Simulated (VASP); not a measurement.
# MgH2 (P4/mmm) in VASP: a series of runs

Runs on MgH2. Level: PBE. Tasks: single point, relaxation of cell and atoms.

All numbers are computed with VASP 6.6.1; they aren't measurements. Logs are shortened: lines on timing, memory, paths and dates and some standing lists are left out, and cuts for length are marked.

## (1) The cell of the first run

It takes space group P4/mmm (No. 123, tetragonal). Conventional cell: a = 3.278 Å, b = 3.278 Å, c = 2.676 Å, α = 90.00°, β = 90.00°, γ = 90.00°. Within 2.8 Å of Mg (site symmetry 4/mmm) lie 8 H at 2.12 Å and 2 Mg at 2.68 Å. Within 2.8 Å of H (site symmetry mmm) lie 4 Mg at 2.12 Å and 6 H at 2.32 to 2.68 Å.

## (2) Single point, PBE (atoms taken out)

File INCAR:

```
PREC     = Accurate       # precision mode
ENCUT    = 520            # plane-wave cutoff, eV
EDIFF    = 1E-6           # SCF threshold, eV
ISMEAR   = 0              # smearing method
SIGMA    = 0.1            # smearing width, eV
LREAL    = F              # projectors in reciprocal space
LASPH    = T              # aspherical terms in the spheres
NELM     = 100            # most SCF steps
ALGO     = Normal         # electronic algorithm
ISIF     = 2              # what is computed and relaxed
LWAVE    = F              # write WAVECAR
LCHARG   = F              # write CHGCAR
GGA      = PE             # functional
NBANDS   = 9              # bands
```

File KPOINTS:

```
regular mesh
0
Gamma
  14 14 18
```

File POSCAR:

```
MgH2
1.0
    3.2777154300      0.0000000000      0.0000000000
    0.0000000000      3.2777154300      0.0000000000
    0.0000000000      0.0000000000      2.6760333587
Mg H
1 2
Direct
    0.0000000000      0.0000000000      0.0000000000
    0.5000000000      0.0000000000      0.5000000000
    0.0000000000      0.5000000000      0.5000000000
```

Potentials or basis: VASP PAW PBE potentials, release 64 (Mg, H).

Launch:

```console
$ cat potpaw_PBE.64/Mg/POTCAR potpaw_PBE.64/H/POTCAR > POTCAR
$ mpirun -np 1 vasp_std > vasp.out
```

OUTCAR:

```text
PREC = Accurate
   ENCUT = 520
   EDIFF = 1E-6
   ISMEAR = 0
   LREAL = F
   LASPH = T
   NELM = 100
   ISIF = 2
   GGA = PE

 ion  position               nearest neighbor table
   1  0.000  0.000  0.000-   2 2.12   3 2.12   2 2.12   3 2.12   3 2.12   3 2.12   2 2.12   2 2.12

   2  0.500  0.000  0.500-   1 2.12   1 2.12   1 2.12   1 2.12
   3  0.000  0.500  0.500-   1 2.12   1 2.12   1 2.12   1 2.12

  LATTYP: Found a simple tetragonal cell.
 ALAT       =     3.2777154300
 C/A-ratio  =     0.8164324865

  Lattice vectors:

 A1 = (   3.2777154300,   0.0000000000,   0.0000000000)
 A2 = (   0.0000000000,   3.2777154300,   0.0000000000)
 A3 = (   0.0000000000,   0.0000000000,   2.6760333587)

Analysis of symmetry for initial positions (statically):
=====================================================================
 Subroutine PRICEL returns:
 Original cell was already a primitive cell.

 Routine SETGRP: Setting up the symmetry group for a
 simple tetragonal supercell.

 Subroutine GETGRP returns: Found 16 space group operations
 (whereof 16 operations were pure point group operations)
 out of a pool of 16 trial point group operations.

The static configuration has the point symmetry D_4h.

Analysis of symmetry for dynamics (positions and initial velocities):
=====================================================================
 Subroutine PRICEL returns:
 Original cell was already a primitive cell.

 Routine SETGRP: Setting up the symmetry group for a
 simple tetragonal supercell.

 Subroutine GETGRP returns: Found 16 space group operations
 (whereof 16 operations were pure point group operations)
 out of a pool of 16 trial point group operations.

The dynamic configuration has the point symmetry D_4h.

 Subroutine INISYM returns: Found 16 space group operations
 (whereof 16 operations are pure point group operations),
 and found     1 'primitive' translations

----------------------------------------------------------------------------------------

                                     Primitive cell

  volume of cell :      28.7497

  direct lattice vectors                    reciprocal lattice vectors
     3.277715430  0.000000000  0.000000000     0.305090549  0.000000000  0.000000000
     0.000000000  3.277715430  0.000000000     0.000000000  0.305090549  0.000000000
     0.000000000  0.000000000  2.676033359     0.000000000  0.000000000  0.373687419

  length of vectors
     3.277715430  3.277715430  2.676033359     0.305090549  0.305090549  0.373687419

  position of ions in fractional coordinates (direct lattice)
     0.000000000  0.000000000  0.000000000
     0.500000000  0.000000000  0.500000000
     0.000000000  0.500000000  0.500000000

  ion indices of the primitive-cell ions
   primitive index   ion index
                 1           1
                 2           2
                 3           3

----------------------------------------------------------------------------------------

 KPOINTS: regular mesh

Automatic generation of k-mesh.
 Grid dimensions read from file:
 generate k-points for:   14   14   18

 Generating k-lattice:

  Cartesian coordinates                     Fractional coordinates (reciprocal lattice)
     0.021792182  0.000000000  0.000000000     0.071428571  0.000000000  0.000000000
     0.000000000  0.021792182  0.000000000     0.000000000  0.071428571  0.000000000
     0.000000000  0.000000000  0.020760412     0.000000000  0.000000000  0.055555556

  Length of vectors
     0.021792182  0.021792182  0.020760412

  Shift w.r.t. Gamma in fractional coordinates (k-lattice)
     0.000000000  0.000000000  0.000000000

 Subroutine IBZKPT returns following result:
 ===========================================

 Found    360 irreducible k-points:

 Following reciprocal coordinates:
            Coordinates               Weight
  0.000000  0.000000  0.000000      1.000000
  0.071429  0.000000  0.000000      4.000000
  0.142857  0.000000  0.000000      4.000000
  0.214286  0.000000  0.000000      4.000000
  0.285714  0.000000  0.000000      4.000000
  0.357143  0.000000  0.000000      4.000000
[... 16 lines left out ...]
  0.285714  0.214286  0.000000      8.000000
  0.357143  0.214286  0.000000      8.000000
 [... further k-points ...]
   k-points           NKPTS =    360   k-points in BZ     NKDIM =    360   number of bands    NBANDS=      9
   number of dos      NEDOS =    301   number of ions     NIONS =      3
   total plane-waves  NPLWV =  11520
   dimension x,y,z NGX =    24 NGY =   24 NGZ =   20
   dimension x,y,z NGXF=    48 NGYF=   48 NGZF=   40
   ions per type =               1   2
   NGX,Y,Z   is equivalent  to a cutoff of  12.17, 12.17, 12.42 a.u.
   NGXF,Y,Z  is equivalent  to a cutoff of  24.35, 24.35, 24.85 a.u.
 SYSTEM =  unknown system
   PREC   = accura    normal or accurate (medium, high low for compatibility)
   ISTART =      0    job   : 0-new  1-cont  2-samecut
   ICHARG =      2    charge: 1-file 2-atom 10-const
   ISPIN  =      1    spin polarized calculation?
   LNONCOLLINEAR =      F non collinear calculations
   LSORBIT =      F    spin-orbit coupling
   LASPH  =      T    aspherical Exc in radial PAW
   ENCUT  =  520.0 eV  38.22 Ry    6.18 a.u.   6.09  6.09  4.98*2*pi/ulx,y,z
   NELM   =    100;   NELMIN=  2; NELMDL= -5     # of ELM steps
   EDIFF  = 0.1E-05   stopping-criterion for ELM
   LREAL  =      F    real-space projection
   EDIFFG = 0.1E-04   stopping-criterion for IOM
   NSW    =      0    number of steps for IOM
   IBRION =     -1    ionic relax: 0-MD 1-quasi-New 2-CG
   NFREE  =      0    steps in history (QN), initial steepest desc. (CG)
   ISIF   =      2    stress and relaxation
   ISYM   =      2    0-nonsym 1-usesym 2-fastsym
   POTIM  = 0.5000    time-step for ionic-motion
   TEBEG  =    0.0;   TEEND  =   0.0 temperature during run
   PSTRESS=    0.0 pullay stress
   NELECT =       4.0000    total number of electrons
   NUPDOWN=      -1.0000    fix difference up-down
   EMIN   =  10.00;   EMAX   =-10.00  energy-range for DOS
   EFERMI =   0.00;   METHOD = LEGACY
   ISMEAR =     0;   SIGMA  =   0.10  broadening in eV -4-tet -1-fermi 0-gaus
   EFERMI_NEDOS =   21; number of points for ismear=-14 and -15
   IALGO  =     38    algorithm
   IMIX   =      4    mixing-type and parameters
     AMIX     =   0.40;   BMIX     =  1.00
     AMIX_MAG =   1.60;   BMIX_MAG =  1.00
  volume/ion in A,a.u.               =       9.58        64.67
  Fermi-wavevector in a.u.,A,eV,Ry     =   0.848301  1.603057  9.790959  0.719615
  Thomas-Fermi vector in A             =   1.963943
   LORBIT       =      0    0 simple, 1 ext, 2 COOP (PROOUT), +10 PAW based schemes
   GGA     = PE    functional components
   LHFCALC =     F    Hartree Fock is set to
   AEXX    =    0.0000 exact exchange contribution
   IVDW    =     0    specifies the selected vdW correction
   LEPSILON=     F    determine dielectric tensor
   LRPA    =     F    only Hartree local field effects (RPA)
 non-spin polarized calculation
 Gauss-broadening in eV      SIGMA  =   0.10
  energy-cutoff  :      520.00
  volume of cell :       28.75
 maximum number of plane-waves:       808
   NGX = 13   NGY = 13   NGZ =  9

 number of electron       3.9999997 magnetization

 Free energy of the ion-electron system (eV)
  ---------------------------------------------------
  ext. energy  EPLUGINS =         0.00000000
  ---------------------------------------------------
  free energy    TOTEN  =        -7.94243128 eV

  energy without entropy =       -7.94109514  energy(sigma->0) =       -7.94176321

 E-fermi :   2.1431     XC(G=0):  -8.7052

 val. band max:        2.1342991784   @ k =   0.2143   0.0714   0.5000
 cond. band min:       2.1669808897   @ k =   0.0714   0.0000   0.2778
 fundamental gap:      0.0326817112
 Fermi energy:         2.1430784174

 k-point     1 :       0.0000    0.0000    0.0000
  band No.  band energies     occupation
      1      -7.0620      2.00000
      2       1.2428      2.00000
      3       8.2262      0.00000
      4       8.2262      0.00000
      5      10.1637      0.00000
      6      13.5247      0.00000
      7      14.8772      0.00000
      8      18.7718      0.00000
      9      19.9973      0.00000

 k-point     2 :       0.0714    0.0000    0.0000
  band No.  band energies     occupation
      1      -6.9964      2.00000
      2       1.0621      2.00000
      3       7.9148      0.00000
      4       8.2876      0.00000
      5      10.7355      0.00000
      6      13.5961      0.00000
      7      14.9340      0.00000
      8      18.1589      0.00000
      9      19.0141      0.00000

 k-point     3 :       0.1429    0.0000    0.0000
  band No.  band energies     occupation
      1      -6.8004      2.00000
      2       0.5456      2.00000
      3       7.5376      0.00000
      4       8.4713      0.00000
      5      11.7695      0.00000
      6      13.8027      0.00000
      7      15.1045      0.00000
      8      17.1803      0.00000
      9      17.5276      0.00000

 k-point     4 :       0.2143    0.0000    0.0000
  band No.  band energies     occupation
      1      -6.4760      2.00000
      2      -0.2238      2.00000
      3       7.4273      0.00000
      4       8.7758      0.00000
      5      12.4856      0.00000
      6      14.0486      0.00000
      7      15.3888      0.00000
      8      16.0940      0.00000
      9      16.8071      0.00000

 k-point     5 :       0.2857    0.0000    0.0000
  band No.  band energies     occupation
      1      -6.0279      2.00000
      2      -1.1336      2.00000
      3       7.5846      0.00000
      4       9.1969      0.00000
      5      12.3268      0.00000
      6      14.2963      0.00000
      7      14.7799      0.00000
      8      15.7871      0.00000
      9      17.4762      0.00000

 k-point     6 :       0.3571    0.0000    0.0000
  band No.  band energies     occupation
      1      -5.4646      2.00000
      2      -2.0831      2.00000
      3       7.9424      0.00000
      4       9.7218      0.00000
      5      11.5863      0.00000
      6      13.6127      0.00000
      7      14.6829      0.00000
      8      16.2993      0.00000
      9      18.0371      0.00000
[... 169 lines left out ...]
 k-point    21 :       0.5000    0.1429    0.0000
  band No.  band energies     occupation
      1      -4.0611      2.00000
      2      -3.4113      2.00000
      3       6.2887      0.00000
      4       8.1174      0.00000
      5      13.3544      0.00000
      6      14.4433      0.00000
      7      15.5262      0.00000
      8      17.7309      0.00000
      9      18.0014      0.00000

 k-point    22 :       0.2143    0.2143    0.0000
  band No.  band energies     occupation
      1      -5.9011      2.00000
      2      -0.6861      2.00000
      3       4.8247      0.00000
      4      10.3313      0.00000
      5      12.2578      0.00000
      6      13.7202      0.00000
      7      15.8893      0.00000
      8      16.7346      0.00000
      9      19.8041      0.00000

 k-point    23 :       0.2857    0.2143    0.0000
  band No.  band energies     occupation
      1      -5.4633      2.00000
      2      -1.1969      2.00000
      3       4.4758      0.00000
      4       9.1146      0.00000
      5      13.1720      0.00000
      6      14.2534      0.00000
      7      16.2772      0.00000
      8      17.3973      0.00000
      9      19.6746      0.00000

 k-point    24 :       0.3571    0.2143    0.0000
  band No.  band energies     occupation
      1      -4.9155      2.00000
      2      -1.8863      2.00000
      3       4.4950      0.00000
      4       8.0312      0.00000
      5      13.9125      0.00000
      6      14.7913      0.00000
      7      16.7735      0.00000
      8      17.2492      0.00000
      9      19.7698      0.00000

 [... further k-points ...]
[... 5 lines left out ...]
  --------------------------------------------------------------------------------------
  -------------------------------------------------------------------------------------
  Total       -0.0517630     -0.0517630     -0.0577128      0.0000000     -0.0000000      0.0000000
  in kB       -2.8846678     -2.8846678     -3.2162409      0.0000000     -0.0000000      0.0000000
  external PRESSURE =      -2.9951921 kB  Pullay stress =       0.0000000 kB

 VOLUME and BASIS-vectors are now :
 -----------------------------------------------------------------------------
  energy-cutoff  :      520.00
  volume of cell :       28.75
      direct lattice vectors                 reciprocal lattice vectors
     3.277715430  0.000000000  0.000000000     0.305090549  0.000000000  0.000000000
     0.000000000  3.277715430  0.000000000     0.000000000  0.305090549  0.000000000
     0.000000000  0.000000000  2.676033359     0.000000000  0.000000000  0.373687419

 POSITION                                       TOTAL-FORCE (eV/Angst)
 -----------------------------------------------------------------------------------
      0.00000      0.00000      0.00000         0.000000      0.000000      0.000000
      1.63886      0.00000      1.33802         0.000000      0.000000      0.000000
      0.00000      1.63886      1.33802         0.000000      0.000000      0.000000
 -----------------------------------------------------------------------------------
    total drift:                                0.000000      0.000000     -0.000000

  FREE ENERGIE OF THE ION-ELECTRON SYSTEM (eV)
  ---------------------------------------------------
  free  energy   TOTEN  =        -7.9424312781 eV

  energy  without entropy=       -7.9410951425  energy(sigma->0) =       -7.94176321
```

Run time: 26 s. Hardware: 1 thread of Intel Xeon Platinum 8488C (Sapphire Rapids), shared host; peak memory 0.22 GiB.

What came out:

| Quantity | Value |
| --- | --- |
| Free energy | -7.9424 eV |
| Pressure | -0.3 GPa |
| Band gap on the k mesh | zero (bands 2 and 3 overlap by 1.17 eV) |

Caveat: the cell differs from its parent crystal (atoms taken out).

## (3) Relaxation of cell and atoms, PBE (atoms taken out)

File INCAR:

```
SYSTEM = MgH2
PREC = Accurate ; ENCUT = 600
EDIFF = 1E-6 ; ISMEAR = 0
SIGMA = 0.1 ; LREAL = .FALSE.
LASPH = .TRUE. ; NELM = 80
ALGO = Normal ; ISIF = 3
LWAVE = .FALSE. ; LCHARG = .FALSE.
GGA = PE ; IBRION = 2
NSW = 100 ; EDIFFG = -0.01
```

File KPOINTS:

```
regular mesh
0
G
  14 14 18
  0 0 0
```

File POSCAR:

```
MgH2
1.0
    3.2723237021      0.0000000000      0.0000000000
    0.0000000000      3.2723237021      0.0000000000
    0.0000000000      0.0000000000      2.6777852008
Mg H
1 2
Direct
    0.0000000000      0.0000000000      0.0000000000
    0.5000000000      0.0000000000      0.5000000000
    0.0000000000      0.5000000000      0.5000000000
```

Potentials or basis: VASP PAW PBE potentials, release 64 (Mg, H).

Launch:

```console
$ cat potpaw_PBE.64/Mg/POTCAR potpaw_PBE.64/H/POTCAR > POTCAR
$ mpirun -np 1 vasp_std > vasp.out
```

Wall time 35 s (1 thread of Intel Xeon Platinum 8488C (Sapphire Rapids), shared host); peak memory 0.23 GiB.

Results (log left out):

| Property | Result |
| --- | --- |
| Free energy | -7.9436 eV |
| Relaxed volume | 9.55 Å³/atom |
| Relaxed cell | a = 3.272 Å, b = 3.272 Å, c = 2.675 Å, α = 90.00°, β = 90.00°, γ = 90.00° |
| Space group after relaxing (to 0.1 Å) | P4/mmm (No. 123) |
| Energy gained by relaxing | 0.0 meV/atom |
| Ionic steps | 2 |
| Pressure after relaxing | 0.0 GPa |
| Band gap on the k mesh | zero (bands 2 and 3 overlap by 1.16 eV) |

Stress tensor (GPa, compression positive):
```
 0.01  0.00  0.00
 0.00  0.01  0.00
 0.00  0.00 -0.14
```

Final structure:
```
Mg H
1.0
     3.27241    0.00000    0.00000
     0.00000    3.27241    0.00000
     0.00000    0.00000    2.67512
Mg H
1 2
Direct
  0.00000 0.00000 0.00000
  0.50000 0.00000 0.50000
  0.00000 0.50000 0.50000
```

Levels at points of the mesh, in eV from the Fermi level:
| k point | band 1 | band 2 | band 3 | band 4 | band 5 | band 6 |
| --- | --- | --- | --- | --- | --- | --- |
| (0.00, 0.00, 0.00) | -9.23 | -0.89 | 6.11 | 6.11 | 8.03 | 11.41 |
| (0.50, 0.00, 0.00) | -6.46 | -5.74 | 6.55 | 8.31 | 8.54 | 10.05 |
| (0.50, 0.50, 0.00) | -4.58 | -4.58 | -0.56 | 1.86 | 14.68 | 14.68 |
| (0.00, 0.00, 0.50) | -6.11 | -1.09 | 1.36 | 9.29 | 9.52 | 9.52 |
| (0.50, 0.00, 0.50) | -3.60 | -3.02 | 2.23 | 2.29 | 8.89 | 11.33 |
| (0.50, 0.50, 0.50) | -2.23 | -2.23 | 2.48 | 4.33 | 4.33 | 7.05 |

Caveat: the cell differs from its parent crystal (atoms taken out).
